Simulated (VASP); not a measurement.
# BiB (P1) in VASP: a series of runs, part 2 of 2

VASP 6.6.1.

**3. Single point, PBEsol**

File INCAR:

```
SYSTEM = BiB
PREC = Accurate ; ENCUT = 520
EDIFF = 1E-6 ; ISMEAR = -1
SIGMA = 0.112 ; LREAL = Auto
LASPH = .TRUE. ; NELM = 100
ALGO = Normal ; ISIF = 2
LWAVE = .FALSE. ; LCHARG = .FALSE.
GGA = PS ; NBANDS = 86
```

File KPOINTS:

```
Automatic mesh
0
G
  2 2 2
  0 0 0
```

File POSCAR:

```
BiB
1.0
    0.0000000000      5.2536658547      5.2536658547
    5.2536658547      0.0000000000      5.2536658547
    5.2536658547      5.2536658547      0.0000000000
B Bi
8 8
Direct
   -0.0141659181     -0.0157269233      0.0299733566
   -0.0059546992     -0.0435766199      0.5192553306
   -0.0303165455      0.4980819246      0.0358886547
   -0.0211951051      0.5225240957      0.5022011435
    0.5330885286     -0.0018606056     -0.0114761771
    0.4936800458     -0.0001222004      0.5030150514
    0.4731203066      0.5502683421      0.0059562220
    0.5177487635      0.5016540969      0.5059686081
    0.2523502706      0.2539377336      0.2408097574
    0.2586806123      0.2427068137      0.7536287251
    0.2693362195      0.7491545159      0.2420756354
    0.2446967576      0.7488649086      0.7532922933
    0.7440758716      0.2500899441      0.2483911303
    0.7333490760      0.2566093919      0.7514716598
    0.7524751496      0.7394086543      0.2606939683
    0.7451391292      0.7457347133      0.7506623202
```

Potentials or basis: VASP PAW PBE potentials, release 64 (B, Bi_d).

Command:

```sh
$ cat potpaw_PBE.64/B/POTCAR potpaw_PBE.64/Bi_d/POTCAR > POTCAR
$ mpirun -np 1 vasp_std > vasp.out
```

OUTCAR:

```text
SYSTEM = BiB
   PREC = Accurate
   ENCUT = 520
   EDIFF = 1E-6
   ISMEAR = -1
   LREAL = Auto
   LASPH = .TRUE.
   NELM = 100
   ISIF = 2
   GGA = PS

 ion  position               nearest neighbor table
   1  0.986  0.984  0.030-  15 2.51  13 2.55  11 2.62  12 2.69  14 2.79  10 2.79
   2  0.994  0.956  0.519-  16 2.42  12 2.56  11 2.57  13 2.75  14 2.81   9 2.92
   3  0.970  0.498  0.036-  15 2.45  13 2.50   9 2.58  16 2.69  12 2.77  10 2.83
   4  0.979  0.523  0.502-  15 2.46  16 2.48  14 2.69  11 2.73   9 2.79  10 2.80
   5  0.533  0.998  0.989-  14 2.42  16 2.59  15 2.59   9 2.68  10 2.68  11 2.69
   6  0.494  1.000  0.503-  10 2.59  16 2.62  12 2.63  13 2.63  15 2.64   9 2.65
   7  0.473  0.550  0.006-  11 2.29  16 2.48  12 2.55  13 2.72   9 2.74  14 2.89
   8  0.518  0.502  0.506-  14 2.43  15 2.48  12 2.61  13 2.68  11 2.69  10 2.72
   9  0.252  0.254  0.241-   3 2.58   6 2.65   5 2.68   7 2.74   4 2.79   2 2.92  14 3.60  10 3.64
                            12 3.65  15 3.66  13 3.67  11 3.68  11 3.75  13 3.76  15 3.77  12 3.78
  10  0.259  0.243  0.754-   6 2.59   5 2.68   8 2.72   1 2.79   4 2.80   3 2.83  14 3.57   9 3.64
                            11 3.65  16 3.65  13 3.68  12 3.71  12 3.72  13 3.75  16 3.78  11 3.78
  11  0.269  0.749  0.242-   7 2.29   2 2.57   1 2.62   8 2.69   5 2.69   4 2.73  16 3.60  13 3.62
                            15 3.62  10 3.65   9 3.68  12 3.71  12 3.73   9 3.75  10 3.78  15 3.81
  12  0.245  0.749  0.753-   7 2.55   2 2.56   8 2.61   6 2.63   1 2.69   3 2.77  14 3.64   9 3.65
                            16 3.70  10 3.71  11 3.71  15 3.71  15 3.72  10 3.72  11 3.73  16 3.73
  13  0.744  0.250  0.248-   3 2.50   1 2.55   6 2.63   8 2.68   7 2.72   2 2.75  11 3.62   9 3.67
                            10 3.68  16 3.69  14 3.71  15 3.71  15 3.72  14 3.72  16 3.74  10 3.75
  14  0.733  0.257  0.751-   5 2.42   8 2.43   4 2.69   1 2.79   2 2.81   7 2.89  10 3.57   9 3.60
                            15 3.62  12 3.64  16 3.68  13 3.71  13 3.72  16 3.76  12 3.79  15 3.81
  15  0.752  0.739  0.261-   3 2.45   4 2.46   8 2.48   1 2.51   5 2.59   6 2.64  14 3.62  11 3.62
                            16 3.64   9 3.66  13 3.71  12 3.71  12 3.72  13 3.72   9 3.77  16 3.79
  16  0.745  0.746  0.751-   2 2.42   7 2.48   4 2.48   5 2.59   6 2.62   3 2.69  11 3.60  15 3.64
                            10 3.65  14 3.68  13 3.69  12 3.70  12 3.73  13 3.74  14 3.76  10 3.78

  LATTYP: Found a face centered cubic cell.
 ALAT       =    10.5073317094

  Lattice vectors:

 A1 = (   0.0000000000,   5.2536658547,   5.2536658547)
 A2 = (   5.2536658547,   0.0000000000,   5.2536658547)
 A3 = (   5.2536658547,   5.2536658547,   0.0000000000)

Analysis of symmetry for initial positions (statically):
=====================================================================
 Subroutine PRICEL returns:
 Original cell was already a primitive cell.

 Routine SETGRP: Setting up the symmetry group for a
 face centered cubic supercell.

 Subroutine GETGRP returns: Found  1 space group operations
 (whereof  1 operations were pure point group operations)
 out of a pool of 48 trial point group operations.

The static configuration has the point symmetry C_1 .

Analysis of symmetry for dynamics (positions and initial velocities):
=====================================================================
 Subroutine PRICEL returns:
 Original cell was already a primitive cell.

 Routine SETGRP: Setting up the symmetry group for a
 face centered cubic supercell.

 Subroutine GETGRP returns: Found  1 space group operations
 (whereof  1 operations were pure point group operations)
 out of a pool of 48 trial point group operations.

The dynamic configuration has the point symmetry C_1 .

 Subroutine INISYM returns: Found  1 space group operations
 (whereof  1 operations are pure point group operations),
 and found     1 'primitive' translations
[... 93 lines left out ...]
   ions per type =               8   8
   NGX,Y,Z   is equivalent  to a cutoff of  12.53, 12.53, 12.53 a.u.
   NGXF,Y,Z  is equivalent  to a cutoff of  25.06, 25.06, 25.06 a.u.
 SYSTEM =  BiB
   PREC   = accura    normal or accurate (medium, high low for compatibility)
   ISTART =      0    job   : 0-new  1-cont  2-samecut
   ICHARG =      2    charge: 1-file 2-atom 10-const
   ISPIN  =      1    spin polarized calculation?
   LNONCOLLINEAR =      F non collinear calculations
   LSORBIT =      F    spin-orbit coupling
   LASPH  =      T    aspherical Exc in radial PAW
   ENCUT  =  520.0 eV  38.22 Ry    6.18 a.u.  13.81 13.81 13.81*2*pi/ulx,y,z
   NELM   =    100;   NELMIN=  2; NELMDL= -5     # of ELM steps
   EDIFF  = 0.1E-05   stopping-criterion for ELM
   LREAL  =      T    real-space projection
   EDIFFG = 0.1E-04   stopping-criterion for IOM
   NSW    =      0    number of steps for IOM
   IBRION =     -1    ionic relax: 0-MD 1-quasi-New 2-CG
   NFREE  =      0    steps in history (QN), initial steepest desc. (CG)
   ISIF   =      2    stress and relaxation
   ISYM   =      2    0-nonsym 1-usesym 2-fastsym
   POTIM  = 0.5000    time-step for ionic-motion
   TEBEG  =    0.0;   TEEND  =   0.0 temperature during run
   PSTRESS=    0.0 pullay stress
   NELECT =     144.0000    total number of electrons
   NUPDOWN=      -1.0000    fix difference up-down
   EMIN   =  10.00;   EMAX   =-10.00  energy-range for DOS
   EFERMI =   0.00;   METHOD = LEGACY
   ISMEAR =    -1;   SIGMA  =   0.11  broadening in eV -4-tet -1-fermi 0-gaus
   EFERMI_NEDOS =   21; number of points for ismear=-14 and -15
   IALGO  =     38    algorithm
   IMIX   =      4    mixing-type and parameters
     AMIX     =   0.40;   BMIX     =  1.00
     AMIX_MAG =   1.60;   BMIX_MAG =  1.00
  volume/ion in A,a.u.               =      18.13       122.32
  Fermi-wavevector in a.u.,A,eV,Ry     =   1.296353  2.449752 22.865007  1.680531
  Thomas-Fermi vector in A             =   2.427815
   LORBIT       =      0    0 simple, 1 ext, 2 COOP (PROOUT), +10 PAW based schemes
   GGA     = PS    functional components
   LHFCALC =     F    Hartree Fock is set to
   AEXX    =    0.0000 exact exchange contribution
   IVDW    =     0    specifies the selected vdW correction
   LEPSILON=     F    determine dielectric tensor
   LRPA    =     F    only Hartree local field effects (RPA)
 non-spin polarized calculation
  energy-cutoff  :      520.00
  volume of cell :      290.01
 maximum number of plane-waves:      7848
 NGX is ok and might be reduce to    56
   NGX = 27   NGY = 27   NGZ = 27

 number of electron     144.0000006 magnetization

 Free energy of the ion-electron system (eV)
  ---------------------------------------------------
  ext. energy  EPLUGINS =         0.00000000
  ---------------------------------------------------
  free energy    TOTEN  =       -70.83365702 eV

  energy without entropy =      -70.46024449  energy(sigma->0) =      -70.64695075

 E-fermi :   8.1324     XC(G=0): -11.1015

 val. band max:        8.0959914994   @ k =   0.5000   0.0000   0.0000
 cond. band min:       8.1407387150   @ k =   0.0000   0.5000   0.5000
 fundamental gap:      0.0447472156
 Fermi energy:         8.1324171899

 k-point     1 :       0.0000    0.0000    0.0000
  band No.  band energies     occupation
      1     -14.7480      2.00000
      2     -14.7387      2.00000
      3     -14.7211      2.00000
      4     -14.7181      2.00000
      5     -14.7134      2.00000
      6     -14.7080      2.00000
[... 685 lines left out ...]
     83      11.4873      0.00000
     84      11.5960      0.00000
 [bands above 84 left out]

------------------------ aborting loop because EDIFF is reached ----------------------------------------

  FORCE on cell =-STRESS in cart. coord.  units (eV):
  Direction    XX          YY          ZZ          XY          YZ          ZX
  --------------------------------------------------------------------------------------
  -------------------------------------------------------------------------------------
  Total        2.2980674      0.9448582      1.9089523      0.1291627     -0.7011491     -0.0170627
  in kB       12.6956812      5.2198724     10.5460136      0.7135595     -3.8735004     -0.0942629
  external PRESSURE =       9.4871891 kB  Pullay stress =       0.0000000 kB

 VOLUME and BASIS-vectors are now :
 -----------------------------------------------------------------------------
  energy-cutoff  :      520.00
  volume of cell :      290.01
      direct lattice vectors                 reciprocal lattice vectors
     0.000000000  5.253665855  5.253665855    -0.095171641  0.095171641  0.095171641
     5.253665855  0.000000000  5.253665855     0.095171641 -0.095171641  0.095171641
     5.253665855  5.253665855  0.000000000     0.095171641  0.095171641 -0.095171641

 POSITION                                       TOTAL-FORCE (eV/Angst)
 -----------------------------------------------------------------------------------
      5.32851      5.33671     10.35028        -0.295994     -0.155220      0.502983
      7.75272      7.95038     10.24711        -0.043826     -0.299818      0.791768
      2.80530      5.28294      7.71115        -0.797198      0.091177      0.370066
      5.38356      7.78071      7.88748        -0.641675      0.568695     -0.050023
     10.43726      7.99404      8.04456         0.077036     -0.357557     -0.413310
      7.89570      5.23630      7.84665        -0.002034     -0.170072      0.130255
[... 8 lines left out ...]
      5.25420      5.32285      7.83786         0.471122     -0.322439      0.297827
      7.86157      7.85844      7.83255         0.240688      0.154321     -0.120605
 -----------------------------------------------------------------------------------
    total drift:                                0.006730     -0.044978     -0.010578

  FREE ENERGIE OF THE ION-ELECTRON SYSTEM (eV)
  ---------------------------------------------------
  free  energy   TOTEN  =       -70.8336570189 eV

  energy  without entropy=      -70.4602444864  energy(sigma->0) =      -70.64695075
```

Wall time 13 min (1 thread of Oxide Virtual Turin-like, shared host); peak memory 0.43 GiB.

What came out:

| Quantity | Value |
| --- | --- |
| Free energy | -70.8337 eV |
| Pressure | 0.9 GPa |
| Largest force | 1.439 eV/Å |
| Band gap on the k mesh | zero (bands 72 and 73 overlap by 1.33 eV) |

Forces on the atoms (eV/Å):
```
B   -0.296 -0.155  0.503
B   -0.044 -0.300  0.792
B   -0.797  0.091  0.370
B   -0.642  0.569 -0.050
B    0.077 -0.358 -0.413
B   -0.002 -0.170  0.130
B   -1.372  0.038 -0.432
B   -0.153 -0.485 -0.445
Bi   0.507  0.130 -0.090
Bi   0.174 -0.197 -0.178
Bi   1.330  0.102 -0.257
Bi   0.422 -0.027 -0.181
Bi   0.152  0.291 -0.334
Bi  -0.068  0.638  0.407
Bi   0.471 -0.322  0.298
Bi   0.241  0.154 -0.121
```

Levels at points of the mesh, in eV from the Fermi level:
```tsv
k point	band 70	band 71	band 72	band 73	band 74	band 75
(0.00, 0.00, 0.00)	0.83	0.89	0.94	0.96	1.06	1.10
(0.50, 0.00, 0.00)	-0.67	-0.57	-0.53	-0.38	-0.25	-0.04
(0.00, 0.50, 0.00)	-0.70	-0.62	-0.54	-0.38	-0.32	0.05
(0.00, 0.00, 0.50)	-0.71	-0.64	-0.57	-0.33	-0.30	0.21
(0.50, 0.50, 0.50)	-0.73	-0.66	-0.52	-0.30	-0.21	0.04
(0.50, 0.50, 0.00)	-0.43	0.02	0.16	0.23	0.52	0.86
(0.00, 0.50, 0.50)	-0.41	0.01	0.11	0.35	0.48	1.00
(0.50, 0.00, 0.50)	-0.33	0.14	0.20	0.23	0.41	1.02
```

Caveat: the k points lie up to 0.52 Å⁻¹ apart, too coarse for converged energies and pressures of a metal; the atoms stand as in a frame of molecular dynamics; the structure was generated, so it needn't be the stable form of BiB; the PAW data sets were made with another functional, which shifts forces and pressure a little; spin-orbit coupling is left out, which moves the levels of the heavy elements.

**4. Single point, PBEsol**

Edit INCAR of step 3 so:

```diff
@@ -2,3 +2,3 @@
 PREC = Accurate ; ENCUT = 520
-EDIFF = 1E-6 ; ISMEAR = -1
+EDIFF = 1E-7 ; ISMEAR = -1
 SIGMA = 0.112 ; LREAL = Auto
```

File KPOINTS:

```
regular mesh
0
G
  2 2 2
  0 0 0
```

File POSCAR:

```
BiB
1.0
    0.0000000000      5.2536658547      5.2536658547
    5.2536658547      0.0000000000      5.2536658547
    5.2536658547      5.2536658547      0.0000000000
B Bi
8 8
Direct
   -0.0140419094     -0.0295493669      0.0448839927
   -0.0021206145     -0.0508458298      0.5136639967
   -0.0368875763      0.4867808633      0.0342290517
   -0.0140246833      0.5192513333      0.5043013913
    0.5490475755     -0.0128261869     -0.0154986065
    0.4996603462     -0.0026506254      0.4998379365
    0.4705220256      0.5552771304     -0.0077451633
    0.5170574367      0.4879910658      0.5206583509
    0.2517578271      0.2545829021      0.2397858057
    0.2585007379      0.2428035081      0.7561138470
    0.2770439804      0.7464308939      0.2398267295
    0.2432097959      0.7456715193      0.7559443463
    0.7427193902      0.2520972092      0.2448717782
    0.7285588969      0.2605422647      0.7529041834
    0.7523572319      0.7367972397      0.2673680700
    0.7414915809      0.7424689936      0.7523906372
```

Command:

```sh
$ cat potpaw_PBE.64/B/POTCAR potpaw_PBE.64/Bi_d/POTCAR > POTCAR
$ mpirun -np 1 vasp_std > vasp.out
```

Wall time 15 min (1 thread of Oxide Virtual Turin-like, shared host); peak memory 0.43 GiB.

The run converged. Its results:

* Free energy: -70.6334 eV
* Pressure: 1.2 GPa
* Largest force: 1.304 eV/Å
* Band gap on the k mesh: zero (bands 72 and 73 overlap by 1.34 eV)

Forces in eV/Å, atoms in the order of the input:
```
B   -0.181 -0.219  0.733
B    0.076 -0.318  0.780
B   -0.444  0.184  0.819
B   -0.613  0.441 -0.007
B    0.371 -0.431 -0.496
B    0.143 -0.254  0.130
B   -1.078  0.285 -0.675
B   -0.075 -1.044 -0.184
Bi   0.359  0.153 -0.153
Bi   0.009 -0.193 -0.210
Bi   1.157  0.169 -0.331
Bi   0.332 -0.358 -0.236
Bi  -0.020  0.498 -0.815
Bi  -0.207  1.161  0.321
Bi   0.103 -0.254  0.010
Bi   0.067  0.179  0.313
```

Stress tensor (GPa, compression positive):
```
 0.89  0.13  0.00
 0.13  1.20 -0.36
 0.00 -0.36  1.65
```

Levels at points of the mesh, in eV from the Fermi level:
| k point | band 69 | band 70 | band 71 | band 72 | band 73 | band 74 | band 75 | band 76 |
| --- | --- | --- | --- | --- | --- | --- | --- | --- |
| (0.00, 0.00, 0.00) | 0.69 | 0.86 | 0.89 | 0.98 | 1.00 | 1.04 | 1.09 | 1.28 |
| (0.50, 0.00, 0.00) | -0.93 | -0.68 | -0.55 | -0.52 | -0.36 | -0.23 | -0.05 | 0.19 |
| (0.00, 0.50, 0.00) | -0.89 | -0.73 | -0.59 | -0.53 | -0.33 | -0.25 | 0.05 | 0.28 |
| (0.00, 0.00, 0.50) | -0.82 | -0.74 | -0.67 | -0.55 | -0.33 | -0.25 | 0.26 | 0.44 |
| (0.50, 0.50, 0.50) | -0.91 | -0.76 | -0.66 | -0.52 | -0.26 | -0.17 | 0.03 | 0.27 |
| (0.50, 0.50, 0.00) | -0.56 | -0.42 | -0.03 | 0.15 | 0.27 | 0.53 | 0.88 | 1.02 |
| (0.00, 0.50, 0.50) | -0.57 | -0.44 | -0.04 | 0.16 | 0.28 | 0.61 | 0.90 | 1.02 |
| (0.50, 0.00, 0.50) | -0.66 | -0.32 | 0.08 | 0.17 | 0.27 | 0.49 | 0.93 | 1.15 |

Caveat: the k points lie up to 0.52 Å⁻¹ apart, too coarse for converged energies and pressures of a metal; the atoms stand as in a frame of molecular dynamics; the structure was generated, so it needn't be the stable form of BiB; the PAW data sets were made with another functional, which shifts forces and pressure a little; spin-orbit coupling is left out, which moves the levels of the heavy elements.

**5. Overview**

| cell | gap on the mesh (eV) | pressure (GPa) | largest force (eV/Å) |
| --- | --- | --- | --- |
| as given, atomic positions A | none | 0.3 | 0.75 |
| as given, atomic positions B | none | 0.9 | 1.44 |
| as given, atomic positions C | none | 1.2 | 1.30 |

Alike in all rows: task single point; level PBEsol; potentials or basis VASP PAW PBE potentials, release 64 (B, Bi_d); no spin polarisation; k mesh 2 × 2 × 2; cutoff (eV) 520; smearing fermi-dirac 0.112 eV.

Caveats: all runs use coarse meshes; the atoms stand as in a frame of molecular dynamics; the structure was generated, so it needn't be the stable form of BiB; the PAW data sets were made with another functional, which shifts forces and pressure a little; spin-orbit coupling is left out, which moves the levels of the heavy elements.

Absolute energies hang on the potentials; compare differences alone.

The gap in the log of VASP goes by the Fermi energy; the results here count the filled bands.